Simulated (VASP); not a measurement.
# Mo (Im-3m) in VASP: settings compared, part 2 of 2

VASP 6.6.1. Earlier steps stand in the parts before.

## 3. Electric field gradients, PBEsol

The input, INCAR:

```
  PREC = Accurate
  ENCUT = 520
  EDIFF = 1E-8
  ISMEAR = -1
  SIGMA = 0.05
  LREAL = False
  LASPH = True
  NELM = 100
  ALGO = Normal
  ISIF = 2
  LWAVE = False
  LCHARG = False
  GGA = PS
  LEFG = True
  NBANDS = 13
```

The input, KPOINTS:

```
regular mesh
0
Gamma
  16 16 16
```

The input, POSCAR:

```
Mo
1.0
   -1.5710000000      1.5710000000      1.5710000000
    1.5710000000     -1.5710000000      1.5710000000
    1.5710000000      1.5710000000     -1.5710000000
Mo
1
Direct
    0.0000000000      0.0000000000      0.0000000000
```

Potentials or basis: VASP PAW PBE potentials, release 64 (Mo_sv).

Launch:

```console
> cat potpaw_PBE.64/Mo_sv/POTCAR > POTCAR
> mpirun -np 1 vasp_std > vasp.out
```

OUTCAR:

```text
PREC = Accurate
   ENCUT = 520
   EDIFF = 1E-8
   ISMEAR = -1
   LREAL = False
   LASPH = True
   NELM = 100
   ISIF = 2
   GGA = PS

 ion  position               nearest neighbor table
   1  0.000  0.000  0.000-

  LATTYP: Found a body centered cubic cell.
 ALAT       =     3.1420000000

  Lattice vectors:

 A1 = (  -1.5710000000,   1.5710000000,   1.5710000000)
 A2 = (   1.5710000000,  -1.5710000000,   1.5710000000)
 A3 = (   1.5710000000,   1.5710000000,  -1.5710000000)

Analysis of symmetry for initial positions (statically):
=====================================================================
 Subroutine PRICEL returns:
 Original cell was already a primitive cell.

 Routine SETGRP: Setting up the symmetry group for a
 body centered cubic supercell.

 Subroutine GETGRP returns: Found 48 space group operations
 (whereof 48 operations were pure point group operations)
 out of a pool of 48 trial point group operations.

The static configuration has the point symmetry O_h .

Analysis of symmetry for dynamics (positions and initial velocities):
=====================================================================
 Subroutine PRICEL returns:
 Original cell was already a primitive cell.

 Routine SETGRP: Setting up the symmetry group for a
 body centered cubic supercell.

 Subroutine GETGRP returns: Found 48 space group operations
 (whereof 48 operations were pure point group operations)
 out of a pool of 48 trial point group operations.

The dynamic configuration has the point symmetry O_h .

[... 160 lines left out ...]
      9      14.2567      0.00000
     10      14.2567      0.00000
     11      27.4111      0.00000
     12      27.4111      0.00000
     13      27.4111      0.00000
[... 354 lines left out ...]
  band No.  band energies     occupation
      1     -48.3528      2.00000
      2     -23.0001      2.00000
      3     -22.3349      2.00000
      4     -21.9905      2.00000
      5       8.3598      2.00000
      6       9.6345      2.00000
      7      10.7643      2.00000
      8      13.6884      0.00000
      9      15.0367      0.00000
     10      17.2877      0.00000
     11      25.8704      0.00000
     12      27.3833      0.00000
     13      30.2591      0.00000

 [... further k-points ...]

------------------------ aborting loop because EDIFF is reached ----------------------------------------

  FORCE on cell =-STRESS in cart. coord.  units (eV):
  Direction    XX          YY          ZZ          XY          YZ          ZX
  --------------------------------------------------------------------------------------
  -------------------------------------------------------------------------------------
  Total       -0.2778830     -0.2778830     -0.2778830      0.0000000      0.0000000      0.0000000
  in kB      -28.7067472    -28.7067472    -28.7067472      0.0000000      0.0000000      0.0000000
  external PRESSURE =     -28.7067472 kB  Pullay stress =       0.0000000 kB

 VOLUME and BASIS-vectors are now :
 -----------------------------------------------------------------------------
  energy-cutoff  :      520.00
  volume of cell :       15.51
      direct lattice vectors                 reciprocal lattice vectors
    -1.571000000  1.571000000  1.571000000     0.000000000  0.318268619  0.318268619
     1.571000000 -1.571000000  1.571000000     0.318268619  0.000000000  0.318268619
     1.571000000  1.571000000 -1.571000000     0.318268619  0.318268619  0.000000000

 POSITION                                       TOTAL-FORCE (eV/Angst)
 -----------------------------------------------------------------------------------
      0.00000      0.00000      0.00000         0.000000     -0.000000      0.000000
 -----------------------------------------------------------------------------------
    total drift:                                0.000000     -0.000000      0.000000

  FREE ENERGIE OF THE ION-ELECTRON SYSTEM (eV)
  ---------------------------------------------------
  free  energy   TOTEN  =       -11.7836781077 eV

  energy  without entropy=      -11.7796508157  energy(sigma->0) =      -11.78166446

 Electric field gradients (V/A^2)
---------------------------------------------------------------------
 ion       V_xx      V_yy      V_zz      V_xy      V_xz      V_yz
---------------------------------------------------------------------
   1       0.000    -0.000     0.000    -0.001    -0.001    -0.001
---------------------------------------------------------------------

 Electric field gradients after diagonalization (V/A^2)
 (convention: |V_zz| > |V_xx| > |V_yy|)
----------------------------------------------------------------------
 ion       V_xx      V_yy      V_zz     asymmetry (V_yy - V_xx)/ V_zz
----------------------------------------------------------------------
   1       0.001     0.001    -0.001       0.000
----------------------------------------------------------------------

           NMR quadrupolar parameters

 Cq : quadrupolar parameter    Cq=e*Q*V_zz/h
 eta: asymmetry parameters     (V_yy - V_xx)/ V_zz
 Q  : nuclear electric quadrupole moment in mb (millibarn)
----------------------------------------------------------------------
 ion       Cq(MHz)       eta       Q (mb)
----------------------------------------------------------------------
   1      -0.000       0.000       1.000
----------------------------------------------------------------------
```

It took 13 s on 1 thread of Intel Xeon Platinum 8488C (Sapphire Rapids), shared host; peak memory 0.14 GiB.

Results:

```yaml
Free_energy: -11.7837 eV
Pressure: -2.9 GPa
Band_gap_on_the_k_mesh: zero (bands 7 and 8 overlap by 5.44 eV)
Largest_electric_field_gradient_by_atom: under 0.05 V/Å² on every atom
```

Caveat: the PAW data sets were made with another functional, which shifts forces and pressure a little.

## 4. Electric field gradients, PBE, non-collinear spin, zero start, spin-orbit coupling

The input, INCAR:

```
PREC = Accurate
ENCUT = 520
EDIFF = 1E-8
ISMEAR = -1
SIGMA = 0.05
LREAL = F
LASPH = T
NELM = 150
ALGO = Normal
ISIF = 2
LWAVE = F
LCHARG = F
LNONCOLLINEAR = T
MAGMOM = 0 0 0
LORBIT = 11
LSORBIT = T
GGA_COMPAT = F
LORBMOM = T
LMAXMIX = 4
GGA = PE
LEFG = T
NBANDS = 25
```

The input, KPOINTS:

```
Automatic mesh
0
Gamma
  16 16 16
```

POSCAR is that of step 3.

Potentials or basis: VASP PAW PBE potentials, release 64 (Mo_sv).

Launch:

```console
> cat potpaw_PBE.64/Mo_sv/POTCAR > POTCAR
> mpirun -np 1 vasp_ncl > vasp.out
```

OUTCAR:

```text
PREC = Accurate
   ENCUT = 520
   EDIFF = 1E-8
   ISMEAR = -1
   LREAL = F
   LASPH = T
   NELM = 150
   ISIF = 2
   LNONCOLLINEAR = T
   LORBIT = 11
   LSORBIT = T
   GGA = PE

 ion  position               nearest neighbor table
   1  0.000  0.000  0.000-

  LATTYP: Found a body centered cubic cell.
 ALAT       =     3.1420000000

  Lattice vectors:

 A1 = (  -1.5710000000,   1.5710000000,   1.5710000000)
 A2 = (   1.5710000000,  -1.5710000000,   1.5710000000)
 A3 = (   1.5710000000,   1.5710000000,  -1.5710000000)

Analysis of symmetry for initial positions (statically):
=====================================================================
 Subroutine PRICEL returns:
 Original cell was already a primitive cell.
[... 944 lines left out ...]
  1         0.000   0.000   0.000
 ----------------------------------------
            0.000   0.000   0.000

 Spin-Orbit-Coupling matrix elements

 Ion:    1  E_soc:     -0.2053201
 l=   1
     0.0000000    -0.0301142    -0.0301142
    -0.0301142     0.0000000    -0.0301142
    -0.0301142    -0.0301142     0.0000000
 l=   2
     0.0000000    -0.0010308     0.0000000    -0.0010308    -0.0030750
    -0.0010308     0.0000000    -0.0023062    -0.0010308    -0.0007687
     0.0000000    -0.0023062     0.0000000    -0.0023062     0.0000000
    -0.0010308    -0.0010308    -0.0023062     0.0000000    -0.0007687
    -0.0030750    -0.0007687     0.0000000    -0.0007687     0.0000000
 l=   3
     0.0000000     0.0000000     0.0000000     0.0000000     0.0000000     0.0000000     0.0000000
     0.0000000     0.0000000     0.0000000     0.0000000     0.0000000     0.0000000     0.0000000
     0.0000000     0.0000000     0.0000000     0.0000000     0.0000000     0.0000000     0.0000000
     0.0000000     0.0000000     0.0000000     0.0000000     0.0000000     0.0000000     0.0000000
     0.0000000     0.0000000     0.0000000     0.0000000     0.0000000     0.0000000     0.0000000
     0.0000000     0.0000000     0.0000000     0.0000000     0.0000000     0.0000000     0.0000000
     0.0000000     0.0000000     0.0000000     0.0000000     0.0000000     0.0000000     0.0000000

 total charge

# of ion       s       p       d       tot
------------------------------------------
    1        2.384   6.209   3.930  12.523

 magnetization (x)

# of ion       s       p       d       tot
------------------------------------------
    1       -0.000   0.000   0.000   0.000

 magnetization (y)

# of ion       s       p       d       tot
------------------------------------------
    1       -0.000  -0.000  -0.000  -0.000

 magnetization (z)

# of ion       s       p       d       tot
------------------------------------------
    1       -0.000  -0.000  -0.000  -0.000
```

Run time: 60 s. Hardware: 1 thread of Intel Xeon Platinum 8488C (Sapphire Rapids), shared host; peak memory 0.2 GiB.

What came out:

```
Free energy                                           : -11.0400 eV
Pressure                                              : 5.3 GPa
Net moment                                            : 0.00 μB per cell
Largest electric field gradient by atom               : under 0.05 V/Å² on every atom
Valence electrons inside the program's atomic spheres : Mo 12.52
```

Moments on the atoms (μB; x, y, z):
```
Mo  0.00 0.00 0.00
```

Caveat: the cell stands under pressure.

## 5. Summary

```csv
level,potentials or basis,spin,gap on the mesh (eV),pressure (GPa)
LDA,"VASP PAW LDA potentials, release 64 (Mo_sv)",off,none,-7.1
PBEsol,"VASP PAW PBE potentials, release 64 (Mo_sv)",off,none,-2.9
PBE,"VASP PAW PBE potentials, release 64 (Mo_sv)","non-collinear, zero start, SOC",-,5.3
```

Alike in all rows: task electric field gradients; cell as given; k mesh 16 × 16 × 16; cutoff (eV) 520; smearing fermi-dirac 0.05 eV.

Caveats: the cell stands under tension (at least some runs); the PAW data sets were made with another functional, which shifts forces and pressure a little (at least some runs); the cell stands under pressure (at least some runs).

Absolute energies hang on the potentials; compare differences alone.
